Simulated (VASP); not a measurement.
# TiAl2O4 (P-6m2) in VASP: single point with PBE

Aim: the single point of TiAl2O4 with PBE.

Program: VASP 6.6.1. These are calculated values, not measurements. Logs are shortened: lines on timing, memory, paths and dates and some standing lists are left out, and cuts for length are marked.

**1. The cell of the first run**

The structure is hexagonal, space group P-6m2 (No. 187). The conventional cell has a = 3.698 Å, b = 3.698 Å, c = 8.245 Å, α = 90.00°, β = 90.00°, γ = 120.00°. Within 2.2 Å of Ti (site symmetry -6m2) lie 5 O at 1.59 to 2.14 Å. Al (site symmetry 3m) has 4 O at 2.11 to 2.20 Å within 2.8 Å. O (site symmetry -6m2) has 2 Al at 2.11 Å and 3 Ti at 2.14 Å and 6 O at 2.66 Å within 2.8 Å. O (site symmetry -6m2) has 6 Al at 2.94 Å and 12 O at 3.31 to 3.70 Å within 3.9 Å. Within 2.1 Å of O (site symmetry 3m) lie 1 Ti at 1.59 Å.

The cell was generated, and may not be a known phase.

**2. Single point, PBE, collinear spin**

The input, INCAR:

```
SYSTEM = TiAl2O4
ALGO     = Normal         ! electronic algorithm
EDIFF    = 1E-6           ! SCF threshold, eV
ENCUT    = 520            ! plane-wave cutoff, eV
GGA      = PE             ! functional
ISIF     = 2              ! what is computed and relaxed
ISMEAR   = 0              ! smearing method
ISPIN    = 2              ! spin polarisation
LASPH    = .TRUE.         ! aspherical terms in the spheres
LCHARG   = .FALSE.        ! write CHGCAR
LMAXMIX  = 4              ! l up to which the mixer works
LORBIT   = 11             ! projections on sites
LREAL    = .FALSE.        ! projectors in reciprocal space
LWAVE    = .FALSE.        ! write WAVECAR
MAGMOM   = 1 0 0 0 0 0 0  ! initial moments
NBANDS   = 34             ! bands
NELM     = 150            ! most SCF steps
PREC     = Accurate       ! precision mode
SIGMA    = 0.1            ! smearing width, eV
```

The input, KPOINTS:

```
k-points
0
G
  6 6 2
  0 0 0
```

The input, POSCAR:

```
TiAl2O4
1.0
    3.6981564700      0.0000000000      0.0000000000
   -1.8490782400      3.2026974500      0.0000000000
    0.0000000000      0.0000000000      8.2451380500
Ti Al O
1 2 4
Direct
    0.0000000000      0.0000000000      0.5000000000
    0.6666666700      0.3333333300      0.2445325400
    0.6666666700      0.3333333300      0.7554674600
    0.6666666700      0.3333333300      0.5000000000
    0.3333333300      0.6666666700      0.0000000000
    0.0000000000      0.0000000000      0.3067383400
    0.0000000000      0.0000000000      0.6932616600
```

Potentials or basis: VASP PAW PBE potentials, release 64 (Ti_sv, Al, O).

The run is started by

```console
cat potpaw_PBE.64/Ti_sv/POTCAR potpaw_PBE.64/Al/POTCAR potpaw_PBE.64/O/POTCAR > POTCAR
mpirun -np 1 vasp_std > vasp.out
```

OUTCAR:

```text
SYSTEM = TiAl2O4
   EDIFF = 1E-6
   ENCUT = 520
   GGA = PE
   ISIF = 2
   ISMEAR = 0
   ISPIN = 2
   LASPH = .TRUE.
   LORBIT = 11
   LREAL = .FALSE.
   NELM = 150
   PREC = Accurate

 ion  position               nearest neighbor table
   1  0.000  0.000  0.500-   6 1.59   7 1.59   4 2.14   4 2.14   4 2.14   2 3.00   3 3.00   3 3.00
                             2 3.00   3 3.00   2 3.00
   2  0.667  0.333  0.245-   4 2.11   6 2.20   6 2.20   6 2.20   1 3.00   1 3.00   1 3.00
   3  0.667  0.333  0.755-   4 2.11   7 2.20   7 2.20   7 2.20   1 3.00   1 3.00   1 3.00
   4  0.667  0.333  0.500-   2 2.11   3 2.11   1 2.14   1 2.14   1 2.14
   5  0.333  0.667  0.000-
   6  0.000  0.000  0.307-   1 1.59   2 2.20   2 2.20   2 2.20
   7  0.000  0.000  0.693-   1 1.59   3 2.20   3 2.20   3 2.20

  LATTYP: Found a hexagonal cell.
 ALAT       =     3.6981564700
 C/A-ratio  =     2.2295265538

  Lattice vectors:

 A1 = (   3.6981564700,   0.0000000000,   0.0000000000)
 A2 = (  -1.8490782400,   3.2026974500,   0.0000000000)
 A3 = (   0.0000000000,   0.0000000000,   8.2451380500)

Analysis of symmetry for initial positions (statically):
=====================================================================
 Subroutine PRICEL returns:
 Original cell was already a primitive cell.

 Routine SETGRP: Setting up the symmetry group for a
 hexagonal supercell.

 Subroutine GETGRP returns: Found 12 space group operations
 (whereof 12 operations were pure point group operations)
 out of a pool of 24 trial point group operations.

The static configuration has the point symmetry D_3h.

Analysis of symmetry for dynamics (positions and initial velocities):
=====================================================================
 Subroutine PRICEL returns:
 Original cell was already a primitive cell.

 Routine SETGRP: Setting up the symmetry group for a
 hexagonal supercell.

 Subroutine GETGRP returns: Found 12 space group operations
 (whereof 12 operations were pure point group operations)
 out of a pool of 24 trial point group operations.

The dynamic configuration has the point symmetry D_3h.

Analysis of structural, dynamic, and magnetic symmetry:
=====================================================================
 Subroutine PRICEL returns:
 Original cell was already a primitive cell.

 Routine SETGRP: Setting up the symmetry group for a
 hexagonal supercell.

 Subroutine GETGRP returns: Found 12 space group operations
 (whereof 12 operations were pure point group operations)
 out of a pool of 24 trial point group operations.

The overall configuration has the point symmetry D_3h.

 Subroutine INISYM returns: Found 12 space group operations
 (whereof 12 operations are pure point group operations),
 and found     1 'primitive' translations

----------------------------------------------------------------------------------------

                                     Primitive cell

  volume of cell :      97.6560

  direct lattice vectors                    reciprocal lattice vectors
     3.698156470  0.000000000  0.000000000     0.270405000  0.156118400  0.000000000
    -1.849078240  3.202697450  0.000000000     0.000000000  0.312236799  0.000000000
     0.000000000  0.000000000  8.245138050     0.000000000  0.000000000  0.121283597

  length of vectors
     3.698156470  3.698156472  8.245138050     0.312236799  0.312236799  0.121283597

  position of ions in fractional coordinates (direct lattice)
     0.000000000  0.000000000  0.500000000
     0.666666670  0.333333330  0.244532540
     0.666666670  0.333333330  0.755467460
     0.666666670  0.333333330  0.500000000
     0.333333330  0.666666670  0.000000000
     0.000000000  0.000000000  0.306738340
     0.000000000  0.000000000  0.693261660

  ion indices of the primitive-cell ions
   primitive index   ion index
                 1           1
                 2           2
                 3           3
                 4           4
                 5           5
                 6           6
                 7           7

----------------------------------------------------------------------------------------

 KPOINTS: k-points

Automatic generation of k-mesh.
 Grid dimensions read from file:
 generate k-points for:    6    6    2

 Generating k-lattice:

  Cartesian coordinates                     Fractional coordinates (reciprocal lattice)
     0.045067500  0.026019733  0.000000000     0.166666667  0.000000000  0.000000000
     0.000000000  0.052039467  0.000000000     0.000000000  0.166666667  0.000000000
     0.000000000  0.000000000  0.060641798     0.000000000  0.000000000  0.500000000

  Length of vectors
     0.052039467  0.052039467  0.060641798

  Shift w.r.t. Gamma in fractional coordinates (k-lattice)
     0.000000000  0.000000000  0.000000000

 Subroutine IBZKPT returns following result:
 ===========================================

 Found     14 irreducible k-points:

 Following reciprocal coordinates:
            Coordinates               Weight
  0.000000  0.000000  0.000000      1.000000
  0.166667 -0.000000  0.000000      6.000000
  0.333333 -0.000000  0.000000      6.000000
  0.500000  0.000000  0.000000      3.000000
  0.166667  0.166667  0.000000      6.000000
  0.333333  0.166667  0.000000     12.000000
  0.333333  0.333333  0.000000      2.000000
  0.000000  0.000000  0.500000      1.000000
  0.166667 -0.000000  0.500000      6.000000
  0.333333 -0.000000  0.500000      6.000000
  0.500000  0.000000  0.500000      3.000000
  0.166667  0.166667  0.500000      6.000000
  0.333333  0.166667  0.500000     12.000000
  0.333333  0.333333  0.500000      2.000000
   k-points           NKPTS =     14   k-points in BZ     NKDIM =     14   number of bands    NBANDS=     34
   number of dos      NEDOS =    301   number of ions     NIONS =      7
   total plane-waves  NPLWV =  50176
   dimension x,y,z NGX =    28 NGY =   28 NGZ =   64
   dimension x,y,z NGXF=    56 NGYF=   56 NGZF=  128
   ions per type =               1   2   4
   NGX,Y,Z   is equivalent  to a cutoff of  12.59, 12.59, 12.90 a.u.
   NGXF,Y,Z  is equivalent  to a cutoff of  25.17, 25.17, 25.81 a.u.
 SYSTEM =  TiAl2O4
   PREC   = accura    normal or accurate (medium, high low for compatibility)
   ISTART =      0    job   : 0-new  1-cont  2-samecut
   ICHARG =      2    charge: 1-file 2-atom 10-const
   ISPIN  =      2    spin polarized calculation?
   LNONCOLLINEAR =      F non collinear calculations
   LSORBIT =      F    spin-orbit coupling
   LASPH  =      T    aspherical Exc in radial PAW
   ENCUT  =  520.0 eV  38.22 Ry    6.18 a.u.   6.88  6.88 15.33*2*pi/ulx,y,z
   NELM   =    150;   NELMIN=  2; NELMDL= -5     # of ELM steps
   EDIFF  = 0.1E-05   stopping-criterion for ELM
   LREAL  =      F    real-space projection
   EDIFFG = 0.1E-04   stopping-criterion for IOM
   NSW    =      0    number of steps for IOM
   IBRION =     -1    ionic relax: 0-MD 1-quasi-New 2-CG
   NFREE  =      0    steps in history (QN), initial steepest desc. (CG)
   ISIF   =      2    stress and relaxation
   ISYM   =      2    0-nonsym 1-usesym 2-fastsym
   POTIM  = 0.5000    time-step for ionic-motion
   TEBEG  =    0.0;   TEEND  =   0.0 temperature during run
   PSTRESS=    0.0 pullay stress
   NELECT =      42.0000    total number of electrons
   NUPDOWN=      -1.0000    fix difference up-down
   EMIN   =  10.00;   EMAX   =-10.00  energy-range for DOS
   EFERMI =   0.00;   METHOD = LEGACY
   ISMEAR =     0;   SIGMA  =   0.10  broadening in eV -4-tet -1-fermi 0-gaus
   EFERMI_NEDOS =   21; number of points for ismear=-14 and -15
   IALGO  =     38    algorithm
   IMIX   =      4    mixing-type and parameters
     AMIX     =   0.40;   BMIX     =  1.00
     AMIX_MAG =   1.60;   BMIX_MAG =  1.00
  volume/ion in A,a.u.               =      13.95        94.15
  Fermi-wavevector in a.u.,A,eV,Ry     =   1.235734  2.335198 20.776610  1.527038
  Thomas-Fermi vector in A             =   2.370371
   LORBIT       =     11    0 simple, 1 ext, 2 COOP (PROOUT), +10 PAW based schemes
   GGA     = PE    functional components
   LHFCALC =     F    Hartree Fock is set to
   AEXX    =    0.0000 exact exchange contribution
   IVDW    =     0    specifies the selected vdW correction
   LEPSILON=     F    determine dielectric tensor
   LRPA    =     F    only Hartree local field effects (RPA)
 spin polarized calculation
 Gauss-broadening in eV      SIGMA  =   0.10
  energy-cutoff  :      520.00
  volume of cell :       97.66
 maximum number of plane-waves:      2646
 NGX is ok and might be reduce to    28
   NGX = 13   NGY = 13   NGZ = 31

 number of electron      42.0000012 magnetization       0.0832501

 Free energy of the ion-electron system (eV)
  ---------------------------------------------------
  ext. energy  EPLUGINS =         0.00000000
  ---------------------------------------------------
  free energy    TOTEN  =       -41.86738646 eV

  energy without entropy =      -41.84346574  energy(sigma->0) =      -41.85542610

 E-fermi :   5.3137     XC(G=0):  -9.7510

 val. band max:        5.3123712071   @ k =   0.3333   0.1667   0.0000
 cond. band min:       5.3375990976   @ k =   0.1667   0.1667   0.5000
 fundamental gap:      0.0252278905
 Fermi energy:         5.3136788319

 spin component 1

 k-point     1 :       0.0000    0.0000    0.0000
  band No.  band energies     occupation
      1     -52.6345      1.00000
      2     -30.4065      1.00000
      3     -28.7217      1.00000
      4     -28.7217      1.00000
      5     -16.3923      1.00000
      6     -15.3352      1.00000
[... 25 lines left out ...]
     32      11.0348      0.00000
     33      11.0348      0.00000
[... 436 lines left out ...]
      2     -30.3946      1.00000
      3     -28.8148      1.00000
      4     -28.7651      1.00000
      5     -15.8683      1.00000
      6     -15.4164      1.00000
[... 25 lines left out ...]
     32      10.7240      0.00000
     33      12.2253      0.00000
 Fermi energy:         5.3136788319

 spin component 2

 k-point     1 :       0.0000    0.0000    0.0000
  band No.  band energies     occupation
      1     -52.6209      1.00000
      2     -30.3892      1.00000
      3     -28.7106      1.00000
      4     -28.7106      1.00000
      5     -16.3879      1.00000
      6     -15.3320      1.00000
[... 25 lines left out ...]
     32      11.0767      0.00000
     33      11.0767      0.00000
[... 436 lines left out ...]
      2     -30.3773      1.00000
      3     -28.8038      1.00000
      4     -28.7541      1.00000
      5     -15.8644      1.00000
      6     -15.4131      1.00000
[... 25 lines left out ...]
     32      10.7514      0.00000
     33      12.2518      0.00000
 [bands above 33 left out]

------------------------ aborting loop because EDIFF is reached ----------------------------------------

  FORCE on cell =-STRESS in cart. coord.  units (eV):
  Direction    XX          YY          ZZ          XY          YZ          ZX
  --------------------------------------------------------------------------------------
  -------------------------------------------------------------------------------------
  Total       -7.7009388     -7.7009388     33.3201392      0.0000000      0.0000000      0.0000000
  in kB     -126.3441472   -126.3441472    546.6612147      0.0000002      0.0000000      0.0000000
  external PRESSURE =      97.9909734 kB  Pullay stress =       0.0000000 kB

 VOLUME and BASIS-vectors are now :
 -----------------------------------------------------------------------------
  energy-cutoff  :      520.00
  volume of cell :       97.66
      direct lattice vectors                 reciprocal lattice vectors
     3.698156470  0.000000000  0.000000000     0.270405000  0.156118400  0.000000000
    -1.849078240  3.202697450  0.000000000     0.000000000  0.312236799  0.000000000
     0.000000000  0.000000000  8.245138050     0.000000000  0.000000000  0.121283597

 POSITION                                       TOTAL-FORCE (eV/Angst)
 -----------------------------------------------------------------------------------
      0.00000      0.00000      4.12257         0.000000     -0.000000      0.000000
      1.84908      1.06757      2.01620         0.000000     -0.000000     -2.348620
      1.84908      1.06757      6.22893         0.000000     -0.000000      2.348620
      1.84908      1.06757      4.12257        -0.000000     -0.000000      0.000000
     -0.00000      2.13513      0.00000        -0.000000      0.000000      0.000000
      0.00000      0.00000      2.52910         0.000000     -0.000000    -13.917763
      0.00000      0.00000      5.71604         0.000000     -0.000000     13.917763
 -----------------------------------------------------------------------------------
    total drift:                                0.000005     -0.000003      0.000000

  FREE ENERGIE OF THE ION-ELECTRON SYSTEM (eV)
  ---------------------------------------------------
  free  energy   TOTEN  =       -41.8673864584 eV

  energy  without entropy=      -41.8434657369  energy(sigma->0) =      -41.85542610

 total charge

# of ion       s       p       d       tot
------------------------------------------
    1        2.257   6.496   2.376  11.129
    2        0.385   0.183   0.000   0.569
    3        0.385   0.183   0.000   0.569
    4        1.570   3.471   0.000   5.041
    5        1.591   3.129   0.000   4.720
    6        1.607   3.537   0.000   5.143
    7        1.607   3.537   0.000   5.143
--------------------------------------------------
tot          9.403  20.536   2.376  32.315

 magnetization (x)

# of ion       s       p       d       tot
------------------------------------------
    1        0.000   0.000   0.013   0.014
    2        0.010   0.001   0.000   0.011
    3        0.010   0.001   0.000   0.011
    4        0.000   0.001   0.000   0.002
    5        0.000   0.006   0.000   0.006
    6        0.001   0.001   0.000   0.002
    7        0.001   0.001   0.000   0.002
--------------------------------------------------
tot          0.022   0.012   0.013   0.048
```

Wall time 51 s (1 thread of Intel Xeon 6975P-C (Granite Rapids), shared host); peak memory 0.28 GiB.

What came out:

```
Free energy                                           : -41.8674 eV
Pressure                                              : 9.8 GPa
Largest force                                         : 13.918 eV/Å
Net moment                                            : 0.08 μB per cell
Valence electrons inside the program's atomic spheres : Ti 11.13; Al 0.57; O 5.04, 4.72, 5.14 (each value once)
```

Forces in eV/Å, atoms in the order of the input:
```
Ti    0.000   0.000   0.000
Al    0.000   0.000  -2.349
Al    0.000   0.000   2.349
O     0.000   0.000   0.000
O     0.000   0.000   0.000
O     0.000   0.000 -13.918
O     0.000   0.000  13.918
```

Stress tensor (GPa, compression positive):
```
-12.63   0.00   0.00
  0.00 -12.63   0.00
  0.00   0.00  54.67
```

Caveat: the k points lie up to 0.38 Å⁻¹ apart; semilocal functionals often make such compounds metallic where correlation or magnetic order opens a gap, which also shifts bond lengths; forces of over 1 eV/Å act on the atoms, so gaps and moduli don't describe the material at rest.
